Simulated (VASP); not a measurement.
# MgH2 in VASP: further runs, part 2 of 2

VASP 6.6.1. The steps go on from the part before.

## 4. Relaxation of shape and atoms at fixed volume, PBE (volume scaled by 0.91)

INCAR

```
PREC = Accurate
ENCUT = 600
EDIFF = 1E-6
ISMEAR = 0
SIGMA = 0.02
LREAL = False
LASPH = True
NELM = 60
ALGO = Normal
ISIF = 4
LWAVE = False
LCHARG = False
GGA = PE
IBRION = 2
NSW = 50
EDIFFG = -0.01
```

KPOINTS

```
Automatic mesh
0
Gamma
  8 8 8
```

POSCAR

```
MgH2
1.0
   -1.8500544445      1.8500544445      4.5619959552
    1.8500544445     -1.8500544445      4.5619959552
    1.8500544445      1.8500544445     -4.5619959552
Mg H
2 4
Direct
    0.0000000000      0.0000000000      0.0000000000
    0.7500000000      0.2500000000      0.5000000000
    0.7876127281      0.7876127281      0.0000000000
    0.9623872719      0.4623872719      0.5000000000
    0.5376127281      0.0376127281      0.5000000000
    0.2123872719      0.2123872719      0.0000000000
```

The run is started by

```
$ cat potpaw_PBE.64/Mg/POTCAR potpaw_PBE.64/H/POTCAR > POTCAR
$ mpirun -np 1 vasp_std > vasp.out
```

It took 2.1 min on 1 thread of Intel Xeon Platinum 8488C (Sapphire Rapids), shared host; peak memory 0.27 GiB.

It converged, with:

* Free energy: -17.3919 eV
* Energy gained by relaxing: 0.1 meV/atom
* Ionic steps: 5
* Pressure after relaxing: 4.6 GPa
* Band gap on the k mesh: 3.65 eV, indirect (least direct gap 4.76 eV)

Step by step:
| step | energy change (eV) | largest force (eV/Å) | pressure (GPa) | volume (Å³) |
| --- | --- | --- | --- | --- |
| 1 | 0.0000 | 0.0316 | 4.67 | 62.46 |
| 2 | -0.0002 | 0.0243 | 4.66 | 62.46 |
| 3 | -0.0004 | 0.0027 | 4.61 | 62.46 |
| 4 | -0.0005 | 0.0023 | 4.60 | 62.46 |
| 5 | -0.0007 | 0.0009 | 4.57 | 62.46 |

Final structure:
```yaml
crystal:
  lattice:
    - [-1.85343, 1.85343, 4.54540]
    - [1.85343, -1.85343, 4.54540]
    - [1.85343, 1.85343, -4.54540]
  atoms:
    - { symbol: Mg, position: [0.00000, 0.00000, 0.00000] }
    - { symbol: Mg, position: [0.75000, 0.25000, 0.50000] }
    - { symbol: H, position: [0.78636, 0.78636, 0.00000] }
    - { symbol: H, position: [0.96364, 0.46364, 0.50000] }
    - { symbol: H, position: [0.53636, 0.03636, 0.50000] }
    - { symbol: H, position: [0.21364, 0.21364, 0.00000] }
```

Levels at points of the mesh, in eV from the valence-band top:
```
           k point  band 1  band 2  band 3  band 4  band 5  band 6  band 7  band 8
(0.00, 0.00, 0.00)   -7.05   -1.89   -1.84    0.00    4.76    6.90    6.90    7.39
(0.50, 0.00, 0.00)   -4.93   -3.80   -2.49   -0.96    4.40    7.15    7.56    8.34
(0.50, 0.50, 0.00)   -2.98   -2.98   -2.51   -2.51    3.65    3.65    6.33    6.33
(0.50, 0.50, 0.50)   -5.50   -5.50   -0.31   -0.31    5.56    5.56    9.14    9.14
```

Caveat: the cell differs from its parent crystal (volume scaled by 0.91).

## 5. Relaxation of shape and atoms at fixed volume, PBE (volume scaled by 0.94)

INCAR: that of step 4 with these lines changed.

```diff
@@ -2,3 +2,3 @@
 ENCUT = 600
-EDIFF = 1E-6
+EDIFF = 1E-7
 ISMEAR = 0
```

KPOINTS

```
regular mesh
0
Gamma
  8 8 8
```

POSCAR

```
MgH2
1.0
   -1.8676622247      1.8676622247      4.6239561404
    1.8676622247     -1.8676622247      4.6239561404
    1.8676622247      1.8676622247     -4.6239561404
Mg H
2 4
Direct
    0.0000000000      0.0000000000      0.0000000000
    0.7500000000      0.2500000000      0.5000000000
    0.7887635068      0.7887635068      0.0000000000
    0.9612364932      0.4612364932      0.5000000000
    0.5387635068      0.0387635068      0.5000000000
    0.2112364932      0.2112364932      0.0000000000
```

The run is started by

```
$ cat potpaw_PBE.64/Mg/POTCAR potpaw_PBE.64/H/POTCAR > POTCAR
$ mpirun -np 1 vasp_std > vasp.out
```

Wall time 2.3 min (1 thread of Intel Xeon Platinum 8488C (Sapphire Rapids), shared host); peak memory 0.34 GiB.

Results (log left out):

```yaml
Free_energy: -17.4389 eV
Energy_gained_by_relaxing: 0.1 meV/atom
Ionic_steps: 4
Pressure_after_relaxing: 2.8 GPa
Band_gap_on_the_k_mesh: 3.61 eV, indirect (least direct gap 4.75 eV)
```

Forces in eV/Å, atoms in the order of the input:
```
Mg   0.000  0.000  0.000
Mg   0.000  0.000  0.000
H    0.000  0.000 -0.003
H    0.000  0.000  0.003
H    0.000  0.000 -0.003
H    0.000  0.000  0.003
```

Stress tensor (GPa, compression positive):
```
2.87 0.00 0.00
0.00 2.87 0.00
0.00 0.00 2.66
```

The path:
```
step  energy change (eV)  largest force (eV/Å)  pressure (GPa)  volume (Å³)
   1              0.0000                0.0295            2.87        64.52
   2             -0.0002                0.0227            2.85        64.52
   3             -0.0003                0.0032            2.81        64.52
   4             -0.0004                0.0027            2.80        64.52
```

Final structure:
```xyz
6
Lattice="-1.8679 1.8679 4.6230 1.8679 -1.8679 4.6230 1.8679 1.8679 -4.6230" Properties=species:S:1:pos:R:3 pbc="T T T"
Mg    0.0000    0.0000    0.0000
Mg    0.0000    1.8679    2.3115
H     1.8678    1.8678    2.6634
H     0.0000    1.8679    4.2712
H     0.0000    1.8678    0.3518
H     0.0000    0.0000    1.9597
```

Levels at points of the mesh, in eV from the valence-band top:
| k point | band 1 | band 2 | band 3 | band 4 | band 5 | band 6 | band 7 | band 8 |
| --- | --- | --- | --- | --- | --- | --- | --- | --- |
| (0.00, 0.00, 0.00) | -6.93 | -1.97 | -1.85 | 0.00 | 4.75 | 6.79 | 6.79 | 7.29 |
| (0.50, 0.00, 0.00) | -4.88 | -3.73 | -2.51 | -0.95 | 4.27 | 6.98 | 7.44 | 8.08 |
| (0.50, 0.50, 0.00) | -2.96 | -2.96 | -2.50 | -2.50 | 3.61 | 3.61 | 6.16 | 6.16 |
| (0.50, 0.50, 0.50) | -5.44 | -5.44 | -0.30 | -0.30 | 5.50 | 5.50 | 8.93 | 8.93 |

Caveat: the cell differs from its parent crystal (volume scaled by 0.94).

## 6. Relaxation of shape and atoms at fixed volume, PBE (volume scaled by 0.97)

INCAR

```
PREC = Accurate ; ENCUT = 600
EDIFF = 1E-6 ; ISMEAR = 0
SIGMA = 0.02 ; LREAL = F
LASPH = T ; NELM = 60
ALGO = Normal ; ISIF = 4
LWAVE = F ; LCHARG = F
GGA = PE ; IBRION = 2
NSW = 50 ; EDIFFG = -0.01
```

KPOINTS is that of step 5.

POSCAR

```
MgH2
1.0
   -1.8849329578      1.8849329578      4.6844913376
    1.8849329578     -1.8849329578      4.6844913376
    1.8849329578      1.8849329578     -4.6844913376
Mg H
2 4
Direct
    0.0000000000      0.0000000000      0.0000000000
    0.7500000000      0.2500000000      0.5000000000
    0.7899169545      0.7899169545      0.0000000000
    0.9600830455      0.4600830455      0.5000000000
    0.5399169545      0.0399169545      0.5000000000
    0.2100830455      0.2100830455      0.0000000000
```

Potentials or basis: VASP PAW PBE potentials, release 64 (Mg, H).

The run is started by

```
$ cat potpaw_PBE.64/Mg/POTCAR potpaw_PBE.64/H/POTCAR > POTCAR
$ mpirun -np 1 vasp_std > vasp.out
```

OUTCAR:

```text
PREC = Accurate
   ENCUT = 600
   EDIFF = 1E-6
   ISMEAR = 0
   LREAL = F
   LASPH = T
   NELM = 60
   ISIF = 4
   GGA = PE
   IBRION = 2
   NSW = 50
   EDIFFG = -0.01

 ion  position               nearest neighbor table
   1  0.000  0.000  0.000-   5 1.92   4 1.92   5 1.92   4 1.92   3 1.97   6 1.97   2 3.01   2 3.01
                             2 3.01   2 3.01
   2  0.750  0.250  0.500-   3 1.92   6 1.92   3 1.92   6 1.92   5 1.97   4 1.97   1 3.01   1 3.01
                             1 3.01   1 3.01
   3  0.790  0.790  0.000-   2 1.92   2 1.92   1 1.97
   4  0.960  0.460  0.500-   1 1.92   1 1.92   2 1.97
   5  0.540  0.040  0.500-   1 1.92   1 1.92   2 1.97
   6  0.210  0.210  0.000-   2 1.92   2 1.92   1 1.97

  LATTYP: Found a body centered tetragonal cell.
 ALAT       =     3.7698659156
 C/A-ratio  =     2.4852296832

  Lattice vectors:

 A1 = (  -1.8849329578,   1.8849329578,   4.6844913376)
 A2 = (   1.8849329578,  -1.8849329578,   4.6844913376)
 A3 = (   1.8849329578,   1.8849329578,  -4.6844913376)

Analysis of symmetry for initial positions (statically):
=====================================================================
 Subroutine PRICEL returns:
 Original cell was already a primitive cell.

 Routine SETGRP: Setting up the symmetry group for a
 body centered tetragonal supercell.

 Subroutine GETGRP returns: Found 16 space group operations
 (whereof  8 operations were pure point group operations)
 out of a pool of 16 trial point group operations.

The static configuration has the point symmetry D_2d.
 The point group associated with its full space group is D_4h.

Analysis of symmetry for dynamics (positions and initial velocities):
=====================================================================
 Subroutine PRICEL returns:
 Original cell was already a primitive cell.

 Routine SETGRP: Setting up the symmetry group for a
 body centered tetragonal supercell.

 Subroutine GETGRP returns: Found 16 space group operations
 (whereof  8 operations were pure point group operations)
 out of a pool of 16 trial point group operations.

The dynamic configuration has the point symmetry D_2d.
 The point group associated with its full space group is D_4h.

 Subroutine INISYM returns: Found 16 space group operations
 (whereof  8 operations are pure point group operations),
 and found     1 'primitive' translations

----------------------------------------------------------------------------------------

                                     Primitive cell

  volume of cell :      66.5755

  direct lattice vectors                    reciprocal lattice vectors
    -1.884932958  1.884932958  4.684491338     0.000000000  0.265261424  0.106735174
     1.884932958 -1.884932958  4.684491338     0.265261424  0.000000000  0.106735174
     1.884932958  1.884932958 -4.684491338     0.265261424  0.265261424  0.000000000

  length of vectors
     5.389842632  5.389842632  5.389842632     0.285930097  0.285930097  0.375136303

  position of ions in fractional coordinates (direct lattice)
     0.000000000  0.000000000  0.000000000
     0.750000000  0.250000000  0.500000000
     0.789916955  0.789916955  0.000000000
     0.960083045  0.460083045  0.500000000
[... 70 lines left out ...]
   ions per type =               2   4
   NGX,Y,Z   is equivalent  to a cutoff of  14.81, 14.81, 14.81 a.u.
   NGXF,Y,Z  is equivalent  to a cutoff of  29.61, 29.61, 29.61 a.u.
 SYSTEM =  unknown system
   PREC   = accura    normal or accurate (medium, high low for compatibility)
   ISTART =      0    job   : 0-new  1-cont  2-samecut
   ICHARG =      2    charge: 1-file 2-atom 10-const
   ISPIN  =      1    spin polarized calculation?
   LNONCOLLINEAR =      F non collinear calculations
   LSORBIT =      F    spin-orbit coupling
   LASPH  =      T    aspherical Exc in radial PAW
   ENCUT  =  600.0 eV  44.10 Ry    6.64 a.u.  10.76 10.76 10.76*2*pi/ulx,y,z
   NELM   =     60;   NELMIN=  2; NELMDL= -5     # of ELM steps
   EDIFF  = 0.1E-05   stopping-criterion for ELM
   LREAL  =      F    real-space projection
   EDIFFG = -.1E-01   stopping-criterion for IOM
   NSW    =     50    number of steps for IOM
   IBRION =      2    ionic relax: 0-MD 1-quasi-New 2-CG
   NFREE  =      1    steps in history (QN), initial steepest desc. (CG)
   ISIF   =      4    stress and relaxation
   ISYM   =      2    0-nonsym 1-usesym 2-fastsym
   POTIM  = 0.5000    time-step for ionic-motion
   TEBEG  =    0.0;   TEEND  =   0.0 temperature during run
   PSTRESS=    0.0 pullay stress
   NELECT =       8.0000    total number of electrons
   NUPDOWN=      -1.0000    fix difference up-down
   EMIN   =  10.00;   EMAX   =-10.00  energy-range for DOS
   EFERMI =   0.00;   METHOD = LEGACY
   ISMEAR =     0;   SIGMA  =   0.02  broadening in eV -4-tet -1-fermi 0-gaus
   EFERMI_NEDOS =   21; number of points for ismear=-14 and -15
   IALGO  =     38    algorithm
   IMIX   =      4    mixing-type and parameters
     AMIX     =   0.40;   BMIX     =  1.00
     AMIX_MAG =   1.60;   BMIX_MAG =  1.00
  volume/ion in A,a.u.               =      11.10        74.88
  Fermi-wavevector in a.u.,A,eV,Ry     =   0.807855  1.526625  8.879566  0.652630
  Thomas-Fermi vector in A             =   1.916552
   LORBIT       =      0    0 simple, 1 ext, 2 COOP (PROOUT), +10 PAW based schemes
   GGA     = PE    functional components
   LHFCALC =     F    Hartree Fock is set to
   AEXX    =    0.0000 exact exchange contribution
   IVDW    =     0    specifies the selected vdW correction
   LEPSILON=     F    determine dielectric tensor
   LRPA    =     F    only Hartree local field effects (RPA)
 conjugate gradient relaxation of ions
 non-spin polarized calculation
 Gauss-broadening in eV      SIGMA  =   0.02
  energy-cutoff  :      600.00
  volume of cell :       66.58
 maximum number of plane-waves:      2246
 NGX is ok and might be reduce to    48
   NGX = 21   NGY = 21   NGZ = 21

--------------------------------------- Ionic step        1  -------------------------------------------

 number of electron       8.0000000 magnetization

 Free energy of the ion-electron system (eV)
  ---------------------------------------------------
  ext. energy  EPLUGINS =         0.00000000
  ---------------------------------------------------
  free energy    TOTEN  =       -17.46417730 eV

  energy without entropy =      -17.46417730  energy(sigma->0) =      -17.46417730

------------------------ aborting loop because EDIFF is reached ----------------------------------------

  FORCE on cell =-STRESS in cart. coord.  units (eV):
  Direction    XX          YY          ZZ          XY          YZ          ZX
  --------------------------------------------------------------------------------------
  -------------------------------------------------------------------------------------
  Total        0.5259007      0.5259007      0.5618149      0.0000000      0.0000000      0.0000000
  in kB       12.6561046     12.6561046     13.5204024      0.0000000      0.0000000      0.0000000
  external PRESSURE =      12.9442038 kB  Pullay stress =       0.0000000 kB
[... 107 lines left out ...]
--------------------------------------- Ionic step        4  -------------------------------------------

 number of electron       8.0000000 magnetization

 Free energy of the ion-electron system (eV)
  ---------------------------------------------------
  ext. energy  EPLUGINS =         0.00000000
  ---------------------------------------------------
  free energy    TOTEN  =       -17.46463710 eV

  energy without entropy =      -17.46463710  energy(sigma->0) =      -17.46463710

 E-fermi :  -0.2418     XC(G=0):  -7.9592

 val. band max:       -0.3737954652   @ k =   0.0000   0.0000   0.0000
 cond. band min:       3.2084781479   @ k =   0.5000   0.5000  -0.0000
 fundamental gap:      3.5822736131
 Fermi energy:        -0.2417640049

 k-point     1 :       0.0000    0.0000    0.0000
  band No.  band energies     occupation
      1      -7.1784      2.00000
      2      -2.3732      2.00000
      3      -2.1985      2.00000
      4      -0.3738      2.00000
      5       4.3844      0.00000
      6       6.3114      0.00000
      7       6.3114      0.00000
      8       6.8142      0.00000
[... 243 lines left out ...]
 k-point    24 :       0.3750    0.1250    0.1250
  band No.  band energies     occupation
      1      -4.6513      2.00000
      2      -3.6739      2.00000
      3      -2.7567      2.00000
      4      -1.6943      2.00000
      5       3.2155      0.00000
      6       4.9960      0.00000
      7       5.3690      0.00000
      8       6.3389      0.00000

 [... further k-points ...]

------------------------ aborting loop because EDIFF is reached ----------------------------------------

  FORCE on cell =-STRESS in cart. coord.  units (eV):
  Direction    XX          YY          ZZ          XY          YZ          ZX
  --------------------------------------------------------------------------------------
  -------------------------------------------------------------------------------------
  Total        0.5387385      0.5387385      0.4569834      0.0000000      0.0000000      0.0000000
  in kB       12.9650548     12.9650548     10.9975711      0.0000000      0.0000000      0.0000000
  external PRESSURE =      12.3092269 kB  Pullay stress =       0.0000000 kB
[... 21 lines left out ...]
  FREE ENERGIE OF THE ION-ELECTRON SYSTEM (eV)
  ---------------------------------------------------
  free  energy   TOTEN  =       -17.4646371003 eV

  energy  without entropy=      -17.4646371003  energy(sigma->0) =      -17.46463710

 reached required accuracy - stopping structural energy minimisation
```

OSZICAR:

```text
N       E                     dE             d eps       ncg     rms          rms(c)
DAV:   1     0.718438919502E+01    0.71844E+01   -0.34883E+03   944   0.861E+02
[... 21 lines left out ...]
DAV:   3    -0.174645548892E+02    0.24487E-04   -0.54947E-05  1120   0.395E-02    0.124E-03
DAV:   4    -0.174645550484E+02   -0.15922E-06   -0.72544E-07   848   0.744E-03
   3 F= -.17464555E+02 E0= -.17464555E+02  d E =-.377746E-03
       N       E                     dE             d eps       ncg     rms          rms(c)
DAV:   1    -0.174646343965E+02   -0.79507E-04   -0.15554E-03   952   0.379E-01    0.100E-02
DAV:   2    -0.174646362168E+02   -0.18204E-05   -0.75685E-06  1144   0.284E-02    0.626E-03
DAV:   3    -0.174646371003E+02   -0.88345E-06   -0.68993E-07   840   0.712E-03
   4 F= -.17464637E+02 E0= -.17464637E+02  d E =-.820518E-04
```

It took 1.8 min on 1 thread of Intel Xeon Platinum 8488C (Sapphire Rapids), shared host; peak memory 0.33 GiB.

What came out:

```yaml
Free_energy: -17.4646 eV
Energy_gained_by_relaxing: 0.1 meV/atom
Ionic_steps: 4
Pressure_after_relaxing: 1.2 GPa
Band_gap_on_the_k_mesh: 3.58 eV, indirect (least direct gap 4.76 eV)
```

Forces in eV/Å, atoms in the order of the input:
```
Mg   0.000  0.000  0.000
Mg   0.000  0.000  0.000
H    0.000  0.000 -0.003
H    0.000  0.000  0.003
H    0.000  0.000 -0.003
H    0.000  0.000  0.003
```

Stress tensor (GPa, compression positive):
```
1.30 0.00 0.00
0.00 1.30 0.00
0.00 0.00 1.10
```

Step by step:
```csv
step,energy change (eV),largest force (eV/Å),pressure (GPa),volume (Å³)
1,0.0000,0.0308,1.29,66.58
2,-0.0002,0.0238,1.28,66.58
3,-0.0004,0.0035,1.24,66.58
4,-0.0005,0.0029,1.23,66.58
```

Final structure:
```
Mg H
1.0
    -1.88493    1.88493    4.68448
     1.88493   -1.88493    4.68448
     1.88493    1.88493   -4.68448
Mg H
2 4
Cartesian
  0.0000 0.0000 0.0000
  0.0000 1.8849 2.3422
  1.8849 1.8849 2.7094
  0.0000 1.8849 4.3174
  0.0000 1.8849 0.3671
  1.8849 1.8849 -2.7094
```

Caveat: the cell differs from its parent crystal (volume scaled by 0.97).

## 7. Summary

```csv
task,cell,k mesh,cutoff (eV),smearing,gap on the mesh (eV),pressure (GPa)
single point,"a = 5.387, b = 5.385, c = 5.434 Å, angles 90.0, 119.5, 90.2°, 12 atoms",4 × 4 × 4,520,gaussian 0.1 eV,3.51,-0.2
relaxation of shape and atoms at fixed volume,"relaxed from a = 5.190 Å, angles 138.6, 138.6, 59.9°, 6 atoms",8 × 8 × 8,600,gaussian 0.02 eV,3.67,6.6
relaxation of shape and atoms at fixed volume,"relaxed from a = 5.259 Å, angles 138.8, 138.8, 59.7°, 6 atoms",8 × 8 × 8,600,gaussian 0.02 eV,3.65,4.6
relaxation of shape and atoms at fixed volume,"relaxed from a = 5.325 Å, angles 138.9, 138.9, 59.5°, 6 atoms",8 × 8 × 8,600,gaussian 0.02 eV,3.61,2.8
relaxation of shape and atoms at fixed volume,"relaxed from a = 5.390 Å, angles 139.1, 139.1, 59.3°, 6 atoms",8 × 8 × 8,600,gaussian 0.02 eV,3.58,1.2
```

Alike in all rows: level PBE; potentials or basis VASP PAW PBE potentials, release 64 (Mg, H); no spin polarisation.

Total energies depend on the potentials used, so only differences within one code and one set of settings carry meaning.
